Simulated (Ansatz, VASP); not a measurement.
## One calculation of SnRu2, two programs

```xyz
6
Lattice="0.0000 3.7096 3.7096 3.7096 0.0000 3.7096 3.7096 3.7096 0.0000" Properties=species:S:1:pos:R:3 pbc="T T T"
Sn    0.0000    0.0000    0.0000
Sn    1.8548    1.8548    1.8548
Ru    4.6370    4.6370    4.6370
Ru    4.6370    2.7822    2.7822
Ru    2.7822    2.7822    4.6370
Ru    2.7822    4.6370    2.7822
```

Alike in both runs: functional PBE; k mesh 10 × 10 × 10; occupations gaussian, width 0.1 eV; no spin polarisation.

Ansatz relaxed the structure, and its values are those at the end. VASP's run is a single point on that final structure, the one shown.

```csv
,VASP,Ansatz
version,VASP 6.6.1,Ansatz 0.2.0
potentials or method,"VASP PAW PBE potentials, release 64 (Sn_d, Ru_pv), cutoff 520 eV","scalar-relativistic, plane waves, PAW"
valence electrons in the cell,84,92
```

```csv
,VASP,Ansatz,Ansatz less VASP
gap on the k mesh at the Fermi level (eV),none,none,-
pressure (GPa),0.0,0.0,+0.05
```

A gap of «none» marks a metal or a gap that the smearing closes. VASP's potentials hold 84 valence electrons a cell and Ansatz's 92, so a difference there can come from the potentials and not from the codes.
